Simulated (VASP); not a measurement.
# GaAs (F-43m) in VASP: notebook

The runs below take GaAs through single point, relaxation of cell and atoms, with LDA.

All numbers are computed with VASP 6.6.1; they aren't measurements. Logs are shortened: lines on timing, memory, paths and dates and some standing lists are left out, and cuts for length are marked.

## (1) The cell of the first run

It takes space group F-43m (No. 216, cubic). The conventional cell has a = 5.603 Å, b = 5.603 Å, c = 5.603 Å, α = 90.00°, β = 90.00°, γ = 90.00°. Within 3.2 Å of Ga (site symmetry -43m) lie 4 As at 2.43 Å. As (site symmetry -43m) has 4 Ga at 2.43 Å within 3.2 Å.

## (2) Single point, LDA

INCAR reads:

```
ALGO = Fast
EDIFF = 1E-6
ENCUT = 520
ISIF = 2
ISMEAR = 0
LASPH = T
LCHARG = F
LREAL = F
LWAVE = F
NBANDS = 16
NELM = 100
PREC = Accurate
SIGMA = 0.02
```

KPOINTS reads:

```
k-points
0
Gamma
  12 12 12
```

POSCAR reads:

```
GaAs
1.0
    0.0000000000      2.8016907960      2.8016907960
    2.8016907960      0.0000000000      2.8016907960
    2.8016907960      2.8016907960      0.0000000000
Ga As
1 1
Direct
    0.0000000000      0.0000000000      0.0000000000
    0.7500000000      0.7500000000      0.7500000000
```

Potentials or basis: VASP PAW LDA potentials, release 64 (Ga_d, As).

Run with:

```
$ cat potpaw_LDA.64/Ga_d/POTCAR potpaw_LDA.64/As/POTCAR > POTCAR
$ mpirun -np 1 vasp_std > vasp.out
```

OUTCAR:

```text
EDIFF = 1E-6
   ENCUT = 520
   ISIF = 2
   ISMEAR = 0
   LASPH = T
   LREAL = F
   NELM = 100
   PREC = Accurate

 ion  position               nearest neighbor table
   1  0.000  0.000  0.000-   2 2.43   2 2.43   2 2.43   2 2.43
   2  0.750  0.750  0.750-   1 2.43   1 2.43   1 2.43   1 2.43

  LATTYP: Found a face centered cubic cell.
 ALAT       =     5.6033815920

  Lattice vectors:

 A1 = (   0.0000000000,   2.8016907960,   2.8016907960)
 A2 = (   2.8016907960,   0.0000000000,   2.8016907960)
 A3 = (   2.8016907960,   2.8016907960,   0.0000000000)

Analysis of symmetry for initial positions (statically):
=====================================================================
 Subroutine PRICEL returns:
 Original cell was already a primitive cell.

 Routine SETGRP: Setting up the symmetry group for a
 face centered cubic supercell.

 Subroutine GETGRP returns: Found 24 space group operations
 (whereof 24 operations were pure point group operations)
 out of a pool of 48 trial point group operations.

The static configuration has the point symmetry T_d .

Analysis of symmetry for dynamics (positions and initial velocities):
=====================================================================
 Subroutine PRICEL returns:
 Original cell was already a primitive cell.

 Routine SETGRP: Setting up the symmetry group for a
 face centered cubic supercell.

 Subroutine GETGRP returns: Found 24 space group operations
 (whereof 24 operations were pure point group operations)
 out of a pool of 48 trial point group operations.

The dynamic configuration has the point symmetry T_d .

 Subroutine INISYM returns: Found 24 space group operations
 (whereof 24 operations are pure point group operations),
 and found     1 'primitive' translations

----------------------------------------------------------------------------------------

                                     Primitive cell

  volume of cell :      43.9836

  direct lattice vectors                    reciprocal lattice vectors
     0.000000000  2.801690796  2.801690796    -0.178463662  0.178463662  0.178463662
     2.801690796  0.000000000  2.801690796     0.178463662 -0.178463662  0.178463662
     2.801690796  2.801690796  0.000000000     0.178463662  0.178463662 -0.178463662

  length of vectors
     3.962189121  3.962189121  3.962189121     0.309108130  0.309108130  0.309108130

  position of ions in fractional coordinates (direct lattice)
     0.000000000  0.000000000  0.000000000
     0.750000000  0.750000000  0.750000000

  ion indices of the primitive-cell ions
   primitive index   ion index
                 1           1
                 2           2

----------------------------------------------------------------------------------------

 KPOINTS: k-points

Automatic generation of k-mesh.
 Grid dimensions read from file:
 generate k-points for:   12   12   12

 Generating k-lattice:

  Cartesian coordinates                     Fractional coordinates (reciprocal lattice)
    -0.014871972  0.014871972  0.014871972     0.083333333  0.000000000  0.000000000
     0.014871972 -0.014871972  0.014871972     0.000000000  0.083333333  0.000000000
     0.014871972  0.014871972 -0.014871972     0.000000000  0.000000000  0.083333333

  Length of vectors
     0.025759011  0.025759011  0.025759011

  Shift w.r.t. Gamma in fractional coordinates (k-lattice)
     0.000000000  0.000000000  0.000000000

 Subroutine IBZKPT returns following result:
 ===========================================

 Found     72 irreducible k-points:

 Following reciprocal coordinates:
            Coordinates               Weight
  0.000000  0.000000  0.000000      1.000000
  0.083333  0.000000  0.000000      8.000000
  0.166667  0.000000  0.000000      8.000000
  0.250000  0.000000  0.000000      8.000000
  0.333333  0.000000  0.000000      8.000000
  0.416667  0.000000  0.000000      8.000000
[... 16 lines left out ...]
  0.500000  0.166667  0.000000     24.000000
 -0.416667  0.166667  0.000000     24.000000
 [... further k-points ...]
   k-points           NKPTS =     72   k-points in BZ     NKDIM =     72   number of bands    NBANDS=     16
   number of dos      NEDOS =    301   number of ions     NIONS =      2
   total plane-waves  NPLWV =  27000
   dimension x,y,z NGX =    30 NGY =   30 NGZ =   30
   dimension x,y,z NGXF=    60 NGYF=   60 NGZF=   60
   ions per type =               1   1
   NGX,Y,Z   is equivalent  to a cutoff of  12.59, 12.59, 12.59 a.u.
   NGXF,Y,Z  is equivalent  to a cutoff of  25.17, 25.17, 25.17 a.u.
 SYSTEM =  unknown system
   PREC   = accura    normal or accurate (medium, high low for compatibility)
   ISTART =      0    job   : 0-new  1-cont  2-samecut
   ICHARG =      2    charge: 1-file 2-atom 10-const
   ISPIN  =      1    spin polarized calculation?
   LNONCOLLINEAR =      F non collinear calculations
   LSORBIT =      F    spin-orbit coupling
   LASPH  =      T    aspherical Exc in radial PAW
   ENCUT  =  520.0 eV  38.22 Ry    6.18 a.u.   7.37  7.37  7.37*2*pi/ulx,y,z
   NELM   =    100;   NELMIN=  2; NELMDL= -5     # of ELM steps
   EDIFF  = 0.1E-05   stopping-criterion for ELM
   LREAL  =      F    real-space projection
[... 7 lines left out ...]
   TEBEG  =    0.0;   TEEND  =   0.0 temperature during run
   PSTRESS=    0.0 pullay stress
   NELECT =      18.0000    total number of electrons
   NUPDOWN=      -1.0000    fix difference up-down
   EMIN   =  10.00;   EMAX   =-10.00  energy-range for DOS
   EFERMI =   0.00;   METHOD = LEGACY
   ISMEAR =     0;   SIGMA  =   0.02  broadening in eV -4-tet -1-fermi 0-gaus
   EFERMI_NEDOS =   21; number of points for ismear=-14 and -15
   IALGO  =     68    algorithm
   IMIX   =      4    mixing-type and parameters
     AMIX     =   0.40;   BMIX     =  1.00
     AMIX_MAG =   1.60;   BMIX_MAG =  1.00
  volume/ion in A,a.u.               =      21.99       148.41
  Fermi-wavevector in a.u.,A,eV,Ry     =   1.215445  2.296859 20.099990  1.477308
  Thomas-Fermi vector in A             =   2.350832
   LORBIT       =      0    0 simple, 1 ext, 2 COOP (PROOUT), +10 PAW based schemes
   GGA     = CA    functional components
   LHFCALC =     F    Hartree Fock is set to
   AEXX    =    0.0000 exact exchange contribution
   IVDW    =     0    specifies the selected vdW correction
   LEPSILON=     F    determine dielectric tensor
   LRPA    =     F    only Hartree local field effects (RPA)
 non-spin polarized calculation
 RMM-DIIS sequential band-by-band and
 Gauss-broadening in eV      SIGMA  =   0.02
  energy-cutoff  :      520.00
  volume of cell :       43.98
 maximum number of plane-waves:      1243
 NGX is ok and might be reduce to    30
   NGX = 15   NGY = 15   NGZ = 15

 number of electron      18.0000013 magnetization

 Free energy of the ion-electron system (eV)
  ---------------------------------------------------
  ext. energy  EPLUGINS =         0.00000000
  ---------------------------------------------------
  free energy    TOTEN  =        -9.64202534 eV

  energy without entropy =       -9.64202534  energy(sigma->0) =       -9.64202534

 E-fermi :   4.2299     XC(G=0): -10.0312

 val. band max:        4.0597158086   @ k =   0.0000   0.0000   0.0000
 cond. band min:       4.5952139957   @ k =   0.0000   0.0000   0.0000
 fundamental gap:      0.5354981872
 Fermi energy:         4.2298854762

 k-point     1 :       0.0000    0.0000    0.0000
  band No.  band energies     occupation
      1     -10.9170      2.00000
      2     -10.9170      2.00000
      3     -10.9170      2.00000
      4     -10.8321      2.00000
      5     -10.8321      2.00000
      6      -8.9001      2.00000
[... 8 lines left out ...]
     15      14.2987      0.00000
     16      14.2987      0.00000

 k-point     2 :       0.0833    0.0000    0.0000
  band No.  band energies     occupation
      1     -10.9238      2.00000
      2     -10.9152      2.00000
      3     -10.9152      2.00000
      4     -10.8322      2.00000
      5     -10.8322      2.00000
      6      -8.8151      2.00000
[... 8 lines left out ...]
     15      13.7027      0.00000
     16      13.7027      0.00000

 k-point     3 :       0.1667    0.0000    0.0000
  band No.  band energies     occupation
      1     -10.9415      2.00000
      2     -10.9106      2.00000
      3     -10.9106      2.00000
      4     -10.8323      2.00000
      5     -10.8323      2.00000
      6      -8.5674      2.00000
[... 8 lines left out ...]
     15      13.1269      0.00000
     16      13.1269      0.00000

 k-point     4 :       0.2500    0.0000    0.0000
  band No.  band energies     occupation
      1     -10.9636      2.00000
      2     -10.9048      2.00000
      3     -10.9048      2.00000
      4     -10.8318      2.00000
      5     -10.8318      2.00000
      6      -8.1805      2.00000
[... 8 lines left out ...]
     15      13.1087      0.00000
     16      13.1087      0.00000

 k-point     5 :       0.3333    0.0000    0.0000
  band No.  band energies     occupation
      1     -10.9839      2.00000
      2     -10.9000      2.00000
      3     -10.9000      2.00000
      4     -10.8304      2.00000
      5     -10.8304      2.00000
      6      -7.7047      2.00000
[... 8 lines left out ...]
     15      13.7654      0.00000
     16      13.7654      0.00000

 k-point     6 :       0.4167    0.0000    0.0000
  band No.  band energies     occupation
      1     -10.9979      2.00000
      2     -10.8971      2.00000
      3     -10.8971      2.00000
      4     -10.8287      2.00000
      5     -10.8287      2.00000
      6      -7.2546      2.00000
[... 8 lines left out ...]
     15      14.9390      0.00000
     16      14.9390      0.00000
[... 267 lines left out ...]
 k-point    21 :       0.3333    0.1667    0.0000
  band No.  band energies     occupation
      1     -10.9871      2.00000
      2     -10.8949      2.00000
      3     -10.8922      2.00000
      4     -10.8411      2.00000
      5     -10.8260      2.00000
      6      -7.7588      2.00000
[... 8 lines left out ...]
     15      14.7792      0.00000
     16      15.0697      0.00000

 k-point    22 :       0.4167    0.1667    0.0000
  band No.  band energies     occupation
      1     -11.0000      2.00000
      2     -10.8927      2.00000
      3     -10.8886      2.00000
      4     -10.8395      2.00000
      5     -10.8255      2.00000
      6      -7.2930      2.00000
[... 8 lines left out ...]
     15      15.0310      0.00000
     16      15.9468      0.00000

 k-point    23 :       0.5000    0.1667    0.0000
  band No.  band energies     occupation
      1     -11.0071      2.00000
      2     -10.8918      2.00000
      3     -10.8873      2.00000
      4     -10.8364      2.00000
      5     -10.8265      2.00000
      6      -6.9172      2.00000
[... 8 lines left out ...]
     15      15.6384      0.00000
     16      16.0388      0.00000

 k-point    24 :      -0.4167    0.1667    0.0000
  band No.  band energies     occupation
      1     -11.0072      2.00000
      2     -10.8921      2.00000
      3     -10.8882      2.00000
      4     -10.8331      2.00000
      5     -10.8292      2.00000
      6      -6.8556      2.00000
[... 8 lines left out ...]
     15      14.4884      0.00000
     16      15.1639      0.00000

 [... further k-points ...]

------------------------ aborting loop because EDIFF is reached ----------------------------------------

  FORCE on cell =-STRESS in cart. coord.  units (eV):
  Direction    XX          YY          ZZ          XY          YZ          ZX
  --------------------------------------------------------------------------------------
  -------------------------------------------------------------------------------------
  Total        0.0474687      0.0474687      0.0474687      0.0000000      0.0000000     -0.0000000
  in kB        1.7291287      1.7291287      1.7291287      0.0000000      0.0000000     -0.0000000
  external PRESSURE =       1.7291287 kB  Pullay stress =       0.0000000 kB

 VOLUME and BASIS-vectors are now :
 -----------------------------------------------------------------------------
  energy-cutoff  :      520.00
  volume of cell :       43.98
      direct lattice vectors                 reciprocal lattice vectors
     0.000000000  2.801690796  2.801690796    -0.178463662  0.178463662  0.178463662
     2.801690796  0.000000000  2.801690796     0.178463662 -0.178463662  0.178463662
     2.801690796  2.801690796  0.000000000     0.178463662  0.178463662 -0.178463662

 POSITION                                       TOTAL-FORCE (eV/Angst)
 -----------------------------------------------------------------------------------
      0.00000      0.00000      0.00000        -0.000000      0.000000     -0.000000
      4.20254      4.20254      4.20254         0.000000     -0.000000      0.000000
 -----------------------------------------------------------------------------------
    total drift:                                0.000001      0.000001      0.000000

  FREE ENERGIE OF THE ION-ELECTRON SYSTEM (eV)
  ---------------------------------------------------
  free  energy   TOTEN  =        -9.6420253362 eV

  energy  without entropy=       -9.6420253362  energy(sigma->0) =       -9.64202534
```

It took 21 s on 1 thread of Intel Xeon 6975P-C (Granite Rapids), shared host; peak memory 0.18 GiB.

Results:

* Free energy: -9.6420 eV
* Pressure: 0.2 GPa
* Band gap on the k mesh: 0.54 eV

## (3) Relaxation of cell and atoms, LDA

INCAR reads:

```
ALGO = Normal ; EDIFF = 1E-6
EDIFFG = -0.005 ; ENCUT = 600
IBRION = 2 ; ISIF = 3
ISMEAR = 0 ; LASPH = True
LCHARG = False ; LREAL = False
LWAVE = False ; NELM = 100
NSW = 100 ; PREC = Accurate
SIGMA = 0.02
```

KPOINTS is that of step 2.

POSCAR is that of step 2.

Potentials or basis: VASP PAW LDA potentials, release 64 (Ga_d, As).

Run with:

```
$ cat potpaw_LDA.64/Ga_d/POTCAR potpaw_LDA.64/As/POTCAR > POTCAR
$ mpirun -np 1 vasp_std > vasp.out
```

Wall time 24 s (1 thread of Intel Xeon 6975P-C (Granite Rapids), shared host); peak memory 0.2 GiB.

Results (log left out):

```yaml
Free_energy: -9.6421 eV
Relaxed_volume: 22.08 Å³/atom
Relaxed_cell: a = 3.967 Å, b = 3.967 Å, c = 3.967 Å, α = 60.00°, β = 60.00°, γ = 60.00°
Space_group_after_relaxing_to_0.1_Å: F-43m (No. 216)
Energy_gained_by_relaxing: 0.1 meV/atom
Ionic_steps: 3
Pressure_after_relaxing: 0.0 GPa
Band_gap_on_the_k_mesh: 0.50 eV
```

Step by step:
| step | energy change (eV) | largest force (eV/Å) | pressure (GPa) | volume (Å³) |
| --- | --- | --- | --- | --- |
| 1 | 0.0000 | 0.0000 | 0.29 | 43.98 |
| 2 | -0.0001 | 0.0000 | -0.19 | 44.24 |
| 3 | -0.0002 | 0.0000 | 0.01 | 44.16 |

Final structure:
```cif
data_structure
_symmetry_space_group_name_H-M 'P 1'
_symmetry_Int_Tables_number 1
_cell_length_a 3.9675
_cell_length_b 3.9675
_cell_length_c 3.9675
_cell_angle_alpha 60.000
_cell_angle_beta 60.000
_cell_angle_gamma 60.000
_cell_volume 44.16
loop_
_atom_site_label
_atom_site_type_symbol
_atom_site_fract_x
_atom_site_fract_y
_atom_site_fract_z
_atom_site_occupancy
Ga1 Ga 0.00000 0.00000 0.00000 1
As1 As 0.75000 0.75000 0.75000 1
```

Levels at points of the mesh, in eV from the valence-band top:
```csv
k point,band 5,band 6,band 7,band 8,band 9,band 10,band 11,band 12,band 13
"(0.00, 0.00, 0.00)",-14.89,-12.93,0.00,0.00,0.00,0.50,3.68,3.68,3.68
"(0.50, 0.00, 0.00)",-14.88,-11.09,-6.82,-1.18,-1.18,0.93,4.59,4.59,7.59
"(0.50, 0.50, 0.00)",-14.87,-10.32,-6.98,-2.77,-2.77,1.30,1.54,10.23,10.23
```

A k mesh can miss the band edges.

## (4) Single point, LDA

INCAR reads:

```
PREC     = Accurate       # precision mode
ENCUT    = 520            # plane-wave cutoff, eV
EDIFF    = 1E-7           # SCF threshold, eV
ISMEAR   = 0              # smearing method
SIGMA    = 0.1            # smearing width, eV
LREAL    = False          # projectors in reciprocal space
LASPH    = True           # aspherical terms in the spheres
NELM     = 100            # most SCF steps
ALGO     = Normal         # electronic algorithm
ISIF     = 2              # what is computed and relaxed
LWAVE    = False          # write WAVECAR
LCHARG   = True           # write CHGCAR
GGA      = CA             # functional
LELF     = True           # ELF
LVHAR    = True         
NBANDS   = 16             # bands
```

KPOINTS reads:

```
regular mesh
0
Gamma
  12 12 12
```

POSCAR is that of step 3.

Potentials or basis: VASP PAW LDA potentials, release 64 (Ga_d, As).

Run with:

```
$ cat potpaw_LDA.64/Ga_d/POTCAR potpaw_LDA.64/As/POTCAR > POTCAR
$ mpirun -np 1 vasp_std > vasp.out
```

OUTCAR:

```text
PREC = Accurate
   ENCUT = 520
   EDIFF = 1E-7
   ISMEAR = 0
   LREAL = False
   LASPH = True
   NELM = 100
   ISIF = 2
   GGA = CA

 ion  position               nearest neighbor table
   1  0.000  0.000  0.000-   2 2.43   2 2.43   2 2.43   2 2.43
   2  0.750  0.750  0.750-   1 2.43   1 2.43   1 2.43   1 2.43

  LATTYP: Found a face centered cubic cell.
 ALAT       =     5.6033815920

  Lattice vectors:

 A1 = (   0.0000000000,   2.8016907960,   2.8016907960)
[... 642 lines left out ...]

------------------------ aborting loop because EDIFF is reached ----------------------------------------

  FORCE on cell =-STRESS in cart. coord.  units (eV):
  Direction    XX          YY          ZZ          XY          YZ          ZX
  --------------------------------------------------------------------------------------
  -------------------------------------------------------------------------------------
  Total        0.0866888      0.0866888      0.0866888      0.0000000     -0.0000000     -0.0000000
  in kB        3.1577892      3.1577892      3.1577892      0.0000000     -0.0000000     -0.0000000
  external PRESSURE =       3.1577892 kB  Pullay stress =       0.0000000 kB

 VOLUME and BASIS-vectors are now :
 -----------------------------------------------------------------------------
  energy-cutoff  :      520.00
  volume of cell :       43.98
      direct lattice vectors                 reciprocal lattice vectors
     0.000000000  2.801690796  2.801690796    -0.178463662  0.178463662  0.178463662
     2.801690796  0.000000000  2.801690796     0.178463662 -0.178463662  0.178463662
     2.801690796  2.801690796  0.000000000     0.178463662  0.178463662 -0.178463662

 POSITION                                       TOTAL-FORCE (eV/Angst)
 -----------------------------------------------------------------------------------
      0.00000      0.00000      0.00000         0.000000      0.000000      0.000000
      4.20254      4.20254      4.20254        -0.000000     -0.000000     -0.000000
 -----------------------------------------------------------------------------------
    total drift:                                0.000001      0.000001      0.000000

  FREE ENERGIE OF THE ION-ELECTRON SYSTEM (eV)
  ---------------------------------------------------
  free  energy   TOTEN  =        -9.6420253577 eV

  energy  without entropy=       -9.6420252713  energy(sigma->0) =       -9.64202531
```

stdout:

```text
POSCAR found type information on POSCAR GaAs
 POSCAR found :  2 types and       2 ions
 scaLAPACK will be used
 LDA part: xc-table for (Slater(with rela. corr.)+CA(PZ))
 , standard interpolation
 POSCAR, INCAR and KPOINTS ok, starting setup
 FFT: planning ... GRIDC
 FFT: planning ... GRID_SOFT
 FFT: planning ... GRID
 WAVECAR not read
 entering main loop
```

It took 20 s on 1 thread of Intel Xeon 6975P-C (Granite Rapids), shared host; peak memory 0.18 GiB.

Results:

```
Free energy            : -9.6420 eV
Pressure               : 0.3 GPa
Band gap on the k mesh : 0.54 eV
```

Levels at points of the mesh, in eV from the valence-band top:
```
           k point  band 6  band 7  band 8  band 9  band 10  band 11  band 12  band 13
(0.00, 0.00, 0.00)  -12.96    0.00    0.00    0.00     0.54     3.68     3.68     3.68
(0.50, 0.00, 0.00)  -11.11   -6.84   -1.19   -1.19     0.94     4.59     4.59     7.59
(0.50, 0.50, 0.00)  -10.34   -7.00   -2.79   -2.79     1.29     1.54    10.26    10.26
```

(Part 1 of 2 ends here.)
